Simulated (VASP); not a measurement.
# Al (Fm-3m) in VASP: notebook, part 2 of 2

VASP 6.6.1.

### Step 5. Single point, revPBE+D3(BJ), collinear spin, ferromagnetic start

This run uses another cell than the first one, of 15.61 Å³/atom, 0.940 times its volume.

Contents of INCAR:

```
SYSTEM = Al
ALGO = Normal
EDIFF = 1E-7
ENCUT = 520
GGA = RE
ISIF = 2
ISMEAR = -1
ISPIN = 2
IVDW = 12
LASPH = .TRUE.
LCHARG = .FALSE.
LORBIT = 11
LREAL = .FALSE.
LWAVE = .FALSE.
MAGMOM = 0.12
NBANDS = 12
NELM = 150
PREC = Accurate
SIGMA = 0.025
```

Contents of KPOINTS:

```
k-points
0
G
  11 11 11
  0 0 0
```

Contents of POSCAR:

```
Al
1.0
    0.0000000000      1.9834708509      1.9834708509
    1.9834708509      0.0000000000      1.9834708509
    1.9834708509      1.9834708509      0.0000000000
Al
1
Direct
    0.0000000000      0.0000000000      0.0000000000
```

Potentials or basis: VASP PAW PBE potentials, release 64 (Al).

Command:

```bash
> cat potpaw_PBE.64/Al/POTCAR > POTCAR
> mpirun -np 1 vasp_std > vasp.out
```

OUTCAR:

```text
SYSTEM = Al
   EDIFF = 1E-7
   ENCUT = 520
   GGA = RE
   ISIF = 2
   ISMEAR = -1
   ISPIN = 2
   IVDW = 12
   LASPH = .TRUE.
   LORBIT = 11
   LREAL = .FALSE.
   NELM = 150
   PREC = Accurate
 IVDW          = 12

 ion  position               nearest neighbor table
   1  0.000  0.000  0.000-

  LATTYP: Found a face centered cubic cell.
 ALAT       =     3.9669417018

  Lattice vectors:

 A1 = (   0.0000000000,   1.9834708509,   1.9834708509)
 A2 = (   1.9834708509,   0.0000000000,   1.9834708509)
 A3 = (   1.9834708509,   1.9834708509,   0.0000000000)

Analysis of symmetry for initial positions (statically):
=====================================================================
 Subroutine PRICEL returns:
 Original cell was already a primitive cell.

 Routine SETGRP: Setting up the symmetry group for a
 face centered cubic supercell.

 Subroutine GETGRP returns: Found 48 space group operations
 (whereof 48 operations were pure point group operations)
 out of a pool of 48 trial point group operations.

The static configuration has the point symmetry O_h .

Analysis of symmetry for dynamics (positions and initial velocities):
=====================================================================
 Subroutine PRICEL returns:
 Original cell was already a primitive cell.

 Routine SETGRP: Setting up the symmetry group for a
 face centered cubic supercell.

 Subroutine GETGRP returns: Found 48 space group operations
 (whereof 48 operations were pure point group operations)
 out of a pool of 48 trial point group operations.

The dynamic configuration has the point symmetry O_h .

Analysis of structural, dynamic, and magnetic symmetry:
=====================================================================
 Subroutine PRICEL returns:
 Original cell was already a primitive cell.

 Routine SETGRP: Setting up the symmetry group for a
 face centered cubic supercell.

 Subroutine GETGRP returns: Found 48 space group operations
[... 158 lines left out ...]
 spin component 1

 k-point     1 :       0.0000    0.0000    0.0000
  band No.  band energies     occupation
      1      -2.8592      1.00000
      2      21.5803      0.00000
      3      21.5803      0.00000
      4      21.5803      0.00000
      5      23.6102      0.00000
      6      23.6102      0.00000
      7      23.6102      0.00000
      8      25.4826      0.00000
      9      28.6912      0.00000
     10      28.6912      0.00000
     11      31.7737      0.00000
     12      34.1571      0.00000
[... 333 lines left out ...]
      1      -0.3942      1.00000
      2      12.5650      0.00000
      3      14.2281      0.00000
      4      21.0307      0.00000
      5      23.0927      0.00000
      6      23.9924      0.00000
      7      25.4902      0.00000
      8      26.3864      0.00000
      9      28.6699      0.00000
     10      33.8724      0.00000
     11      35.2442      0.00000
     12      39.5685      0.00000

 [... further k-points ...]

 spin component 2

 k-point     1 :       0.0000    0.0000    0.0000
  band No.  band energies     occupation
      1      -2.8585      1.00000
      2      21.5811      0.00000
      3      21.5811      0.00000
      4      21.5811      0.00000
      5      23.6112      0.00000
      6      23.6112      0.00000
      7      23.6112      0.00000
      8      25.4828      0.00000
      9      28.6923      0.00000
     10      28.6923      0.00000
     11      31.7742      0.00000
     12      34.1576      0.00000
[... 333 lines left out ...]
      1      -0.3935      1.00000
      2      12.5656      0.00000
      3      14.2289      0.00000
      4      21.0316      0.00000
      5      23.0935      0.00000
      6      23.9931      0.00000
      7      25.4912      0.00000
      8      26.3872      0.00000
      9      28.6707      0.00000
     10      33.8733      0.00000
     11      35.2449      0.00000
     12      39.5690      0.00000

 [... further k-points ...]

------------------------ aborting loop because EDIFF is reached ----------------------------------------

 Edisp (eV)   -0.67722

 E8    (eV) :    -0.4797

  FORCE on cell =-STRESS in cart. coord.  units (eV):
  Direction    XX          YY          ZZ          XY          YZ          ZX
  --------------------------------------------------------------------------------------
  -------------------------------------------------------------------------------------
  Total      -0.11092    -0.11092    -0.11092     0.00000     0.00000    -0.00000
  in kB     -11.38761   -11.38761   -11.38761     0.00000     0.00000    -0.00000
  external pressure =      -11.39 kB  Pullay stress =        0.00 kB

 VOLUME and BASIS-vectors are now :
 -----------------------------------------------------------------------------
  energy-cutoff  :      520.00
  volume of cell :       15.61
      direct lattice vectors                 reciprocal lattice vectors
     0.000000000  1.983470851  1.983470851    -0.252083362  0.252083362  0.252083362
     1.983470851  0.000000000  1.983470851     0.252083362 -0.252083362  0.252083362
     1.983470851  1.983470851  0.000000000     0.252083362  0.252083362 -0.252083362

 POSITION                                       TOTAL-FORCE (eV/Angst)
 -----------------------------------------------------------------------------------
      0.00000      0.00000      0.00000         0.000000     -0.000000      0.000000
 -----------------------------------------------------------------------------------
    total drift:                               -0.000000      0.000000      0.000000

  FREE ENERGIE OF THE ION-ELECTRON SYSTEM (eV)
  ---------------------------------------------------
  free  energy   TOTEN  =        -4.2192822855 eV

  energy  without entropy=       -4.2180009353  energy(sigma->0) =       -4.21864161

 total charge

# of ion       s       p       d       tot
------------------------------------------
    1        0.429   0.359   0.000   0.787

 magnetization (x)

# of ion       s       p       d       tot
------------------------------------------
    1        0.000   0.000   0.000   0.000
```

OSZICAR:

```text
N       E                     dE             d eps       ncg     rms          rms(c)
DAV:   1    -0.197932828009E+00   -0.19793E+00   -0.82850E+02  2688   0.138E+02
DAV:   2    -0.352319166302E+01   -0.33253E+01   -0.32704E+01  3576   0.320E+01
DAV:   3    -0.356151935027E+01   -0.38328E-01   -0.38096E-01  3348   0.235E+00
DAV:   4    -0.356164916855E+01   -0.12982E-03   -0.12981E-03  3288   0.163E-01
DAV:   5    -0.356165002363E+01   -0.85508E-06   -0.85421E-06  3376   0.115E-02    0.186E+00
DAV:   6    -0.355188087198E+01    0.97692E-02   -0.11469E-03  3228   0.136E-01    0.107E+00
DAV:   7    -0.354194593594E+01    0.99349E-02   -0.37539E-03  3132   0.216E-01    0.234E-01
DAV:   8    -0.354206260378E+01   -0.11667E-03   -0.16923E-04  3380   0.480E-02    0.133E-01
DAV:   9    -0.354205590040E+01    0.67034E-05   -0.24651E-05  3364   0.157E-02    0.481E-02
DAV:  10    -0.354205857182E+01   -0.26714E-05   -0.13671E-05  3252   0.124E-02    0.141E-02
DAV:  11    -0.354205855202E+01    0.19802E-07   -0.46236E-07  3348   0.270E-03
   1 F= -.42192823E+01 E0= -.42186416E+01  d E =-.128135E-02  mag=     0.0000
```

It took 7.6 s on 1 thread of Intel Xeon 6975P-C (Granite Rapids), shared host; peak memory 0.15 GiB.

Results:

```yaml
Free_energy: -4.2193 eV
Pressure: -1.1 GPa
Net_moment: 0.00 μB per cell
Valence_electrons_inside_the_program's_atomic_spheres: Al 0.79
Dispersion_energy_per_atom: -0.677 eV
```

Caveat: the PAW data sets were made with another functional, which shifts forces and pressure a little; pairwise dispersion overbinds metals, which lowers pressure and volume.

### Step 6. Overview

```tsv
task	level	spin	cell	cutoff (eV)	smearing	gap on the mesh (eV)	pressure (GPa)	relaxed volume (Å³/atom)
relaxation of cell and atoms	PBEsol+D4	off	relaxed from a = 2.864 Å, angles 60.0°, 1 atom	600	fermi-dirac 0.05 eV	none	0.0	15.85
single point	PBE+D4	off	a = 2.819 Å, angles 60.0°, 1 atom	520	gaussian 0.025 eV	none	0.0	-
relaxation of cell and atoms	PBE+D4	off	relaxed from a = 2.744 Å, angles 60.0°, 1 atom	600	gaussian 0.025 eV	none	0.0	15.84
single point	revPBE+D3(BJ)	collinear, ferromagnetic start	a = 2.805 Å, angles 60.0°, 1 atom	520	fermi-dirac 0.025 eV	none	-1.1	-
```

Alike in all rows: potentials or basis VASP PAW PBE potentials, release 64 (Al); k mesh 11 × 11 × 11.

Caveats: pairwise dispersion overbinds metals, which lowers pressure and volume; the PAW data sets were made with another functional, which shifts forces and pressure a little (some runs).

Total energies depend on the potentials used, so only differences within one code and one set of settings carry meaning.

### Step 7. Against experiment

Step 2. The cell as given is a measured one (16.60 Å³/atom); PBEsol+D4 puts the equilibrium volume -4.5 % from it, thermal expansion not counted.
